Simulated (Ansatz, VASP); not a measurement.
This is a calculation of VO2 for Ansatz 0.2.0.

File input.yaml:

```yaml
crystal:
  lattice:
    - [4.5072020454, 0.0, 0.0]
    - [0.0, 4.5072020454, 0.0]
    - [0.0, 0.0, 3.04445]
  atoms:
    - { symbol: V, position: [0.5, 0.5, 0.5], spin: 2.0 }
    - { symbol: V, position: [0.0, 0.0, 0.0], spin: 2.0 }
    - { symbol: O, position: [0.200358, 0.799642, 0.5] }
    - { symbol: O, position: [0.799642, 0.200358, 0.5] }
    - { symbol: O, position: [0.700358, 0.700358, 0.0] }
    - { symbol: O, position: [0.299642, 0.299642, 0.0] }
hamiltonian:
  xc: pbe
  pseudopotentials: { kind: paw }
magnetization:
  spin_polarized: true
kpoints:
  mp_grid: { grid: [10, 10, 15] }
scf:
  occupations: { method: fermi_dirac, width: 0.05 }
output:
  forces: true
  stress: true
  eigenvalues: true
```

Potentials or basis: Ansatz PAW.

The run is started by

```sh
$ ansatz run input.yaml --threads 2 --pin off --max-ram 5120MiB --backend cpu --events-out ev --progress --plain --runs-dir out
```

Question: Translate it to VASP 6.6.1. Potentials there: VASP PAW PBE potentials, release 64 (V_sv, O).

Answer: As run (the cutoff follows the program's own potentials):

Contents of INCAR:

```
SYSTEM = VO2
PREC = Accurate
ENCUT = 600
EDIFF = 1E-6
ISMEAR = -1
SIGMA = 0.05
LREAL = .False.
LASPH = .True.
NELM = 200
ALGO = Normal
ISIF = 2
LWAVE = .False.
LCHARG = .False.
ISPIN = 2
MAGMOM = 2 2 0 0 0 0
LORBIT = 11
LMAXMIX = 4
GGA = PE
NBANDS = 38
GGA_COMPAT = .False.
KPAR = 4
```

File KPOINTS:

```
regular mesh
0
Gamma
  10 10 15
  0 0 0
```

Contents of POSCAR:

```
VO2
1.0
    4.5072020454      0.0000000000      0.0000000000
    0.0000000000      4.5072020454      0.0000000000
    0.0000000000      0.0000000000      3.0444500000
V O
2 4
Direct
    0.5000000000      0.5000000000      0.5000000000
    0.0000000000      0.0000000000      0.0000000000
    0.2003580000      0.7996420000      0.5000000000
    0.7996420000      0.2003580000      0.5000000000
    0.7003580000      0.7003580000      0.0000000000
    0.2996420000      0.2996420000      0.0000000000
```

Potentials or basis: VASP PAW PBE potentials, release 64 (V_sv, O).

Launch:

```bash
$ cat potpaw_PBE.64/V_sv/POTCAR potpaw_PBE.64/O/POTCAR > POTCAR
$ mpirun -np 4 vasp_std > vasp.out
```

Both were run:

|  | VASP | Ansatz | Ansatz less VASP |
| --- | --- | --- | --- |
| gap on the k mesh at the Fermi level (eV) | none | none | - |
| pressure (GPa) | -8.5 | -8.9 | -0.43 |
| traceless stress, the component that is largest in VASP (GPa) | -11.72 | -11.87 | -0.150 |
| rms of the force components (eV/Å) | 0.114 | 0.113 | -0.0012 |
| net moment per atom (μB) | 0.33 | 0.33 | 0.000 |
| size of the moment on the site where the two differ most (μB) | 1.08 | 0.86 | -0.226 |

Site moments also hang on the region over which each program counts them. Atom by atom the forces differ by 0.001 eV/Å (rms over components). A gap of «none» marks a metal or a gap that the smearing closes.
